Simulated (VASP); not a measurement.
# SiGe3 (P-4m2) in VASP: single point with LDA

Aim: the single point of SiGe3 with LDA.

All numbers are computed with VASP 6.6.1; they aren't measurements. Logs are shortened: lines on timing, memory, paths and dates and some standing lists are left out, and cuts for length are marked.

## Step 1: The cell of the first run

The structure is tetragonal, space group P-4m2 (No. 115). The conventional cell has a = 3.930 Å, b = 3.930 Å, c = 5.557 Å, α = 90.00°, β = 90.00°, γ = 90.00°. Si (site symmetry -4m2) has 4 Ge at 2.39 Å within 3.2 Å. Within 3.2 Å of Ge (site symmetry -4m2) lie 4 Ge at 2.42 Å. Within 3.2 Å of Ge (site symmetry 2mm) lie 2 Si at 2.39 Å and 2 Ge at 2.42 Å.

## Step 2: Single point, LDA

Contents of INCAR:

```
PREC     = Accurate       # precision mode
ENCUT    = 520            # plane-wave cutoff, eV
EDIFF    = 1E-6           # SCF threshold, eV
ISMEAR   = 0              # smearing method
SIGMA    = 0.02           # smearing width, eV
LREAL    = False          # projectors in reciprocal space
LASPH    = True           # aspherical terms in the spheres
NELM     = 80             # most SCF steps
ALGO     = Normal         # electronic algorithm
ISIF     = 2              # what is computed and relaxed
LWAVE    = False          # write WAVECAR
LCHARG   = False          # write CHGCAR
NBANDS   = 56             # bands
```

Contents of KPOINTS:

```
regular mesh
0
Gamma
  6 6 6
```

Contents of POSCAR:

```
SiGe3
1.0
    5.5572153940      0.0000000000      0.0000000000
    0.0000000000      5.5572153940      0.0000000000
    0.0000000000      0.0000000000      5.5572153940
Si Ge
2 6
Direct
    0.0000000000      0.0000000000      0.0000000000
    0.0000000000      0.5000000000      0.5000000000
    0.5000000000      0.0000000000      0.5000000000
    0.5000000000      0.5000000000      0.0000000000
    0.2443794556      0.2500000000      0.2500000000
    0.2443794556      0.7500000000      0.7500000000
    0.7556205444      0.2500000000      0.7500000000
    0.7556205444      0.7500000000      0.2500000000
```

Potentials or basis: VASP PAW LDA potentials, release 64 (Si, Ge_d).

The run is started by

```bash
$ cat potpaw_LDA.64/Si/POTCAR potpaw_LDA.64/Ge_d/POTCAR > POTCAR
$ mpirun -np 1 vasp_std > vasp.out
```

OUTCAR:

```text
PREC = Accurate
   ENCUT = 520
   EDIFF = 1E-6
   ISMEAR = 0
   LREAL = False
   LASPH = True
   NELM = 80
   ISIF = 2

 ion  position               nearest neighbor table
   1  0.000  0.000  0.000-   5 2.39   6 2.39   7 2.39   8 2.39
   2  0.000  0.500  0.500-   5 2.39   6 2.39   7 2.39   8 2.39
   3  0.500  0.000  0.500-   5 2.42   6 2.42   7 2.42   8 2.42
   4  0.500  0.500  0.000-   5 2.42   6 2.42   7 2.42   8 2.42
   5  0.244  0.250  0.250-   1 2.39   2 2.39   3 2.42   4 2.42
   6  0.244  0.750  0.750-   1 2.39   2 2.39   3 2.42   4 2.42
   7  0.756  0.250  0.750-   1 2.39   2 2.39   3 2.42   4 2.42
   8  0.756  0.750  0.250-   1 2.39   2 2.39   3 2.42   4 2.42

  LATTYP: Found a simple cubic cell.
 ALAT       =     5.5572153940

  Lattice vectors:

 A1 = (   5.5572153940,   0.0000000000,   0.0000000000)
 A2 = (   0.0000000000,   5.5572153940,   0.0000000000)
 A3 = (   0.0000000000,   0.0000000000,   5.5572153940)

Analysis of symmetry for initial positions (statically):
=====================================================================
 Subroutine PRICEL returns following result:

  LATTYP: Found a simple tetragonal cell.
 ALAT       =     3.9295446896
 C/A-ratio  =     1.4142135624

  Lattice vectors:

 A1 = (   0.0000000000,   2.7786076970,  -2.7786076970)
 A2 = (   0.0000000000,   2.7786076970,   2.7786076970)
 A3 = (   5.5572153940,   0.0000000000,   0.0000000000)

   2 primitive cells build up your supercell.

 Routine SETGRP: Setting up the symmetry group for a
 simple cubic supercell.

 Subroutine GETGRP returns: Found  8 space group operations
 (whereof  8 operations were pure point group operations)
 out of a pool of 48 trial point group operations.

The static configuration has the point symmetry D_2d.

Analysis of symmetry for dynamics (positions and initial velocities):
=====================================================================
 Subroutine PRICEL returns following result:

  LATTYP: Found a simple tetragonal cell.
 ALAT       =     3.9295446896
 C/A-ratio  =     1.4142135624

  Lattice vectors:

 A1 = (   0.0000000000,   2.7786076970,  -2.7786076970)
 A2 = (   0.0000000000,   2.7786076970,   2.7786076970)
 A3 = (   5.5572153940,   0.0000000000,   0.0000000000)

   2 primitive cells build up your supercell.
[... 113 lines left out ...]
   LREAL  =      F    real-space projection
   EDIFFG = 0.1E-04   stopping-criterion for IOM
   NSW    =      0    number of steps for IOM
   IBRION =     -1    ionic relax: 0-MD 1-quasi-New 2-CG
   NFREE  =      0    steps in history (QN), initial steepest desc. (CG)
   ISIF   =      2    stress and relaxation
   ISYM   =      2    0-nonsym 1-usesym 2-fastsym
   POTIM  = 0.5000    time-step for ionic-motion
   TEBEG  =    0.0;   TEEND  =   0.0 temperature during run
   PSTRESS=    0.0 pullay stress
   NELECT =      92.0000    total number of electrons
   NUPDOWN=      -1.0000    fix difference up-down
   EMIN   =  10.00;   EMAX   =-10.00  energy-range for DOS
   EFERMI =   0.00;   METHOD = LEGACY
   ISMEAR =     0;   SIGMA  =   0.02  broadening in eV -4-tet -1-fermi 0-gaus
   EFERMI_NEDOS =   21; number of points for ismear=-14 and -15
   IALGO  =     38    algorithm
   IMIX   =      4    mixing-type and parameters
     AMIX     =   0.40;   BMIX     =  1.00
     AMIX_MAG =   1.60;   BMIX_MAG =  1.00
  volume/ion in A,a.u.               =      21.45       144.77
  Fermi-wavevector in a.u.,A,eV,Ry     =   1.329883  2.513115 24.063123  1.768590
  Thomas-Fermi vector in A             =   2.459012
   LORBIT       =      0    0 simple, 1 ext, 2 COOP (PROOUT), +10 PAW based schemes
   GGA     = CA    functional components
   LHFCALC =     F    Hartree Fock is set to
   AEXX    =    0.0000 exact exchange contribution
   IVDW    =     0    specifies the selected vdW correction
   LEPSILON=     F    determine dielectric tensor
   LRPA    =     F    only Hartree local field effects (RPA)
 non-spin polarized calculation
 Gauss-broadening in eV      SIGMA  =   0.02
  energy-cutoff  :      520.00
  volume of cell :      171.62
 maximum number of plane-waves:      4680
 NGX is ok and might be reduce to    42
   NGX = 21   NGY = 21   NGZ = 21

 number of electron      91.9999998 magnetization

 Free energy of the ion-electron system (eV)
  ---------------------------------------------------
  ext. energy  EPLUGINS =         0.00000000
  ---------------------------------------------------
  free energy    TOTEN  =       -43.03087263 eV

  energy without entropy =      -43.03087263  energy(sigma->0) =      -43.03087263

 E-fermi :   5.3705     XC(G=0): -10.2466

 val. band max:        5.2108116151   @ k =   0.0000   0.0000   0.0000
 cond. band min:       5.4519453383   @ k =   0.5000   0.5000   0.5000
 fundamental gap:      0.2411337233
 Fermi energy:         5.3705219422

 k-point     1 :       0.0000    0.0000    0.0000
  band No.  band energies     occupation
      1     -19.6652      2.00000
      2     -19.6545      2.00000
      3     -19.6545      2.00000
      4     -19.6297      2.00000
      5     -19.6297      2.00000
      6     -19.6053      2.00000
[... 1405 lines left out ...]
     55       9.5609      0.00000
     56      10.3503      0.00000

 [... further k-points ...]

------------------------ aborting loop because EDIFF is reached ----------------------------------------

  FORCE on cell =-STRESS in cart. coord.  units (eV):
  Direction    XX          YY          ZZ          XY          YZ          ZX
  --------------------------------------------------------------------------------------
  -------------------------------------------------------------------------------------
  Total        0.0507353      0.0660777      0.0660777      0.0000000     -0.0000000      0.0000000
  in kB        0.4736405      0.6168703      0.6168703      0.0000000     -0.0000000      0.0000000
  external PRESSURE =       0.5691270 kB  Pullay stress =       0.0000000 kB

 VOLUME and BASIS-vectors are now :
 -----------------------------------------------------------------------------
  energy-cutoff  :      520.00
  volume of cell :      171.62
      direct lattice vectors                 reciprocal lattice vectors
     5.557215394  0.000000000  0.000000000     0.179946237  0.000000000  0.000000000
     0.000000000  5.557215394  0.000000000     0.000000000  0.179946237  0.000000000
     0.000000000  0.000000000  5.557215394     0.000000000  0.000000000  0.179946237

 POSITION                                       TOTAL-FORCE (eV/Angst)
 -----------------------------------------------------------------------------------
      0.00000      0.00000      0.00000         0.000000     -0.000000      0.000000
      0.00000      2.77861      2.77861         0.000000     -0.000000      0.000000
      2.77861      0.00000      2.77861         0.000000     -0.000000      0.000000
      2.77861      2.77861      0.00000         0.000000     -0.000000      0.000000
      1.35807      1.38930      1.38930        -0.008194      0.000000      0.000000
      1.35807      4.16791      4.16791        -0.008194      0.000000      0.000000
      4.19915      1.38930      4.16791         0.008194     -0.000000     -0.000000
      4.19915      4.16791      1.38930         0.008194      0.000000     -0.000000
 -----------------------------------------------------------------------------------
    total drift:                                0.000000     -0.000000      0.000000

  FREE ENERGIE OF THE ION-ELECTRON SYSTEM (eV)
  ---------------------------------------------------
  free  energy   TOTEN  =       -43.0308726251 eV

  energy  without entropy=      -43.0308726251  energy(sigma->0) =      -43.03087263
```

It took 4.4 min on 1 thread of Intel Xeon Platinum 8259CL at 2.50GHz (Skylake/Cascade Lake), shared host; peak memory 0.38 GiB.

Results:

```yaml
Free_energy: -43.0309 eV
Pressure: 0.1 GPa
Largest_force: 0.008 eV/Å
Band_gap_on_the_k_mesh: 0.24 eV
```

Forces in eV/Å, atoms in the order of the input:
```
Si   0.000  0.000  0.000
Si   0.000  0.000  0.000
Ge   0.000  0.000  0.000
Ge   0.000  0.000  0.000
Ge  -0.008  0.000  0.000
Ge  -0.008  0.000  0.000
Ge   0.008  0.000  0.000
Ge   0.008  0.000  0.000
```

A k mesh can miss the band edges.
